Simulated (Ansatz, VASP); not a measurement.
## One calculation of TiO2, two programs

Contents of INCAR:

```
SYSTEM = TiO2
ALGO = Normal
EDIFF = 1E-7
ENCUT = 520
GGA = PE
ISIF = 2
ISMEAR = -1
KPAR = 4
LASPH = .TRUE.
LCHARG = .FALSE.
LREAL = .FALSE.
LWAVE = .FALSE.
NBANDS = 33
NELM = 80
PREC = Accurate
SIGMA = 0.08
```

File KPOINTS:

```
k-points
0
G
  13 13 13
  0 0 0
```

The input POSCAR:

```
TiO2
1.0
   -1.9257475000      1.8781775000      4.7570000000
    1.8781775000     -1.9257475000      4.7570000000
    1.9068225000      1.9068225000     -4.7759250000
Ti O
2 4
Direct
    0.0000000000      0.0000000000      0.0000000000
    0.7500000000      0.2500000000      0.5000000000
    0.2066000000      0.2066000000      0.0000000000
    0.9566000000      0.4566000000      0.5000000000
    0.5434000000      0.0434000000      0.5000000000
    0.7934000000      0.7934000000      0.0000000000
```

Input for Ansatz:

```yaml
crystal:
  lattice:
    - [-1.9257475, 1.8781775, 4.757]
    - [1.8781775, -1.9257475, 4.757]
    - [1.9068225, 1.9068225, -4.775925]
  atoms:
    - { symbol: Ti, position: [0.0, 0.0, 0.0] }
    - { symbol: Ti, position: [0.75, 0.25, 0.5] }
    - { symbol: O, position: [0.2066, 0.2066, 0.0] }
    - { symbol: O, position: [0.9566, 0.4566, 0.5] }
    - { symbol: O, position: [0.5434, 0.0434, 0.5] }
    - { symbol: O, position: [0.7934, 0.7934, 0.0] }
kpoints:
  mp_grid: { grid: [13, 13, 13] }
  band_path:
    path:
      - [0.0, 0.0, 0.0]
      - [-0.5, -0.5, 0.5]
      - [-0.9251471026, -0.0748528974, 0.5]
      - [-0.0748528974, 0.0748528974, -0.5]
      - [0.0, 0.0, -0.5]
      - [0.0, 0.0, 0.0]
      - [-0.5, 0.5, 0.0]
      - [-0.5, 0.0, 0.0]
      - [0.0, 0.0, 0.0]
    npoints: 5
scf:
  occupations: { method: fermi_dirac, width: 0.08 }
hamiltonian:
  xc: pbe
  pseudopotentials: { kind: all_electron, lapw: { basis_error: 0.001 } }
output:
  forces: true
  stress: true
  eigenvalues: true
```

Change from the starting cell: equal xy, yz and zx shear strains of -1 %.

Alike in both runs: task single point; functional PBE; k mesh 13 × 13 × 13; occupations fermi-dirac, width 0.08 eV; no spin polarisation.

|  | VASP | Ansatz |
| --- | --- | --- |
| version | VASP 6.6.1 | Ansatz 0.2.0 |
| potentials or method | VASP PAW PBE potentials, release 64 (Ti_sv, O), cutoff 520 eV | all-electron LAPW, scalar-relativistic |

VASP gave:

- pressure (GPa): 6.7
- traceless stress, the component that is largest in VASP (GPa): 2.80
- rms of the force components (eV/Å): 0.175

Q: What did Ansatz give for the same quantities?

A: Pressure (GPa): 6.0; traceless stress, the component that is largest in VASP (GPa): 2.69; rms of the force components (eV/Å): 0.165.

Atom by atom the forces differ by 0.011 eV/Å (rms over components). Ansatz ran all-electron here, and VASP with PAW potentials.
